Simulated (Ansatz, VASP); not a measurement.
# Two plane-wave programs on Nb

Contents of POSCAR:

```
Nb
1.0
    2.7196400000      0.0000000000      0.0000000000
    0.0000000000      2.7196400000      0.0000000000
    0.0000000000      0.0000000000      2.7196400000
Nb
1
Direct
    0.5000000000      0.5000000000      0.5000000000
```

File INCAR.step1:

```
SYSTEM = Nb
ALGO = Normal ; EDIFF = 1E-5
ENCUT = 600 ; GGA = PE
ISMEAR = -1 ; LASPH = .TRUE.
LCHARG = .FALSE. ; LREAL = .FALSE.
LWAVE = .TRUE. ; NBANDS = 12
NELM = 100 ; PREC = Accurate
SIGMA = 0.05
```

INCAR.step2

```
SYSTEM = Nb
AEXX = 0.2 ; AGGAC = 0.81
AGGAX = 0.72 ; ALDAC = 0.19
ALGO = Normal ; EDIFF = 1E-6
EDIFFG = -0.01 ; ENCUT = 600
GGA = B3 ; IBRION = 2
ISIF = 3 ; ISMEAR = -1
ISTART = 1 ; LASPH = .TRUE.
LCHARG = .FALSE. ; LHFCALC = .TRUE.
LREAL = .FALSE. ; LWAVE = .FALSE.
NELM = 100 ; NSW = 60
PREC = Accurate ; PRECFOCK = Normal
SIGMA = 0.05
```

KPOINTS

```
k-points
0
G
  5 5 5
  0 0 0
```

File input.yaml:

```yaml
crystal:
  lattice:
    - [2.71964, 0.0, 0.0]
    - [0.0, 2.71964, 0.0]
    - [0.0, 0.0, 2.71964]
  atoms:
    - { symbol: Nb, position: [0.5, 0.5, 0.5] }
hamiltonian:
  xc: b3lyp
  pseudopotentials: { kind: paw }
kpoints:
  mp_grid: { grid: [5, 5, 5] }
scf:
  occupations: { method: fermi_dirac, width: 0.05 }
output:
  forces: true
  stress: true
  eigenvalues: true
  write_density: true
  write_potential: true
  elf: true
  volumetric_format: npy
relax:
  f_tol: 0.01
  max_steps: 40
  cell: { stress_tol: 0.05 }
```

Alike in both runs: task relaxation of cell and atoms; functional B3LYP; k mesh 5 × 5 × 5; occupations fermi-dirac, width 0.05 eV; no spin polarisation.

|  | VASP | Ansatz |
| --- | --- | --- |
| version | VASP 6.6.1 | Ansatz 0.2.0 |
| potentials or method | VASP PAW PBE potentials, release 64 (Nb_sv) | Ansatz PAW |
| plane-wave cutoff (eV) | 600 | 420 |
| valence electrons in the cell | 13 | 13 |

```csv
,VASP,Ansatz,Ansatz less VASP
"gap on the k mesh at the Fermi level, each at its own relaxed structure (eV)",none,none,-
relaxed volume (Å³/atom),21.21,21.77,+0.567
relaxed cell length with the largest relative difference (Å),2.768,2.792,+0.0245
```

VASP's potentials were made for PBE, not for B3LYP. A gap of «none» marks a metal or a gap that the smearing closes.

The k mesh is coarse, so the values compare programs but aren't converged. Noted on Ansatz's run: the plane-wave basis is chosen anew once the cell has moved, so the energies of steps on either side of that aren't comparable.
